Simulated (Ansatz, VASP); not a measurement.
**Two plane-wave programs on Y7NbN8**

The input INCAR:

```
SYSTEM = Y7NbN8
ALGO = Normal
EDIFF = 1E-6
ENCUT = 520
GGA = PS
ISIF = 2
ISMEAR = 0
ISPIN = 2
LASPH = .True.
LCHARG = .False.
LDAU = .True.
LDAUJ = 0 0 0
LDAUL = 2 -1 -1
LDAUPRINT = 1
LDAUTYPE = 2
LDAUU = 2 0 0
LMAXMIX = 4
LORBIT = 11
LREAL = Auto
LWAVE = .False.
MAGMOM = 2 0 0 0 0 0 0 0 0 0 0 0 0 0 0 0
NBANDS = 83
NELM = 150
PREC = Accurate
SIGMA = 0.05
```

The input KPOINTS:

```
k-points
0
Gamma
  3 3 3
  0 0 0
```

File POSCAR:

```
Y7NbN8
1.0
    0.0000000000      4.8935000000      4.8935000000
    4.8935000000      0.0000000000      4.8935000000
    4.8935000000      4.8935000000      0.0000000000
Nb Y N
1 7 8
Direct
    0.2581760925      0.2265717619      0.2576538495
    0.2459013437      0.2555726059      0.7493080406
    0.2493688379      0.7485665575      0.2493472485
    0.2493567502      0.7485699644      0.7528019628
    0.7495799517      0.2554624979      0.2457730494
    0.7495802021      0.2554601932      0.7492758200
    0.7530915186      0.7485243615      0.2492299454
    0.7512697875      0.7474334580      0.7507333629
    0.0007369118      0.9983770403      0.0004870787
    0.0237120374      0.0191800907      0.4785773100
    0.0051380494      0.4941503003      0.0049526694
    0.0051151760      0.4942137322      0.4958582265
    0.4788365201      0.0191671525      0.0234933037
    0.4788808134      0.0191421432      0.4785907344
    0.4960186923      0.4940947668      0.0049885593
    0.5012865240      0.4967830337      0.5009924279
```

Input for Ansatz:

```yaml
crystal:
  lattice:
    - [0.0, 4.8935, 4.8935]
    - [4.8935, 0.0, 4.8935]
    - [4.8935, 4.8935, 0.0]
  atoms:
    - { symbol: Nb, position: [0.2581760925, 0.2265717619, 0.2576538495], spin: 2.0 }
    - { symbol: "Y", position: [0.2459013437, 0.2555726059, 0.7493080406] }
    - { symbol: "Y", position: [0.2493688379, 0.7485665575, 0.2493472485] }
    - { symbol: "Y", position: [0.2493567502, 0.7485699644, 0.7528019628] }
    - { symbol: "Y", position: [0.7495799517, 0.2554624979, 0.2457730494] }
    - { symbol: "Y", position: [0.7495802021, 0.2554601932, 0.74927582] }
    - { symbol: "Y", position: [0.7530915186, 0.7485243615, 0.2492299454] }
    - { symbol: "Y", position: [0.7512697875, 0.747433458, 0.7507333629] }
    - { symbol: "N", position: [0.0007369118, 0.9983770403, 0.0004870787] }
    - { symbol: "N", position: [0.0237120374, 0.0191800907, 0.47857731] }
    - { symbol: "N", position: [0.0051380494, 0.4941503003, 0.0049526694] }
    - { symbol: "N", position: [0.005115176, 0.4942137322, 0.4958582265] }
    - { symbol: "N", position: [0.4788365201, 0.0191671525, 0.0234933037] }
    - { symbol: "N", position: [0.4788808134, 0.0191421432, 0.4785907344] }
    - { symbol: "N", position: [0.4960186923, 0.4940947668, 0.0049885593] }
    - { symbol: "N", position: [0.501286524, 0.4967830337, 0.5009924279] }
basis:
  ecutwfc: 420
  ecutrho_ratio: 4
kpoints:
  mp_grid: { grid: [3, 3, 3] }
hamiltonian:
  xc: pbesol
  hubbard: { sites: [{ site: 0, l: d, u_eff: 2.0 }] }
scf:
  occupations: { method: gaussian, width: 0.05 }
  lower_state_search: "off"
  max_iter: 150
output:
  forces: true
  stress: true
  eigenvalues: true
  populations: true
  hubbard: { sites: [{ site: 0, l: d }] }
magnetization:
  spin_polarized: true
```

Alike in both runs: task single point; functional PBEsol; k mesh 3 × 3 × 3; occupations gaussian, width 0.05 eV; collinear spin; Hubbard terms Nb d U = 2.0 eV.

```csv
,VASP,Ansatz
version,VASP 6.6.1,Ansatz 0.2.0
potentials or method,"VASP PAW PBE potentials, release 64 (Nb_sv, Y_sv, N), cutoff 520 eV","scalar-relativistic, plane waves, PAW"
valence electrons in the cell,130,130
```

|  | VASP | Ansatz | Ansatz less VASP |
| --- | --- | --- | --- |
| gap on the k mesh at the Fermi level (eV) | none | none | - |
| pressure (GPa) | -11.2 | -11.2 | -0.04 |
| rms of the force components (eV/Å) | 0.030 | 0.006 | -0.0238 |
| net moment per atom (μB) | 0.00 | 0.00 | 0.000 |

VASP's potentials were made for PBE, not for PBEsol. The programs project onto different local orbitals, so the same U acts differently, and such runs can settle in different states. Atom by atom the forces differ by 0.028 eV/Å (rms over components). A gap of «none» marks a metal or a gap that the smearing closes. Ansatz's warnings: filled band counts differ across k points, seeded moment not kept.

The k mesh is coarse, so the values compare programs but aren't converged.
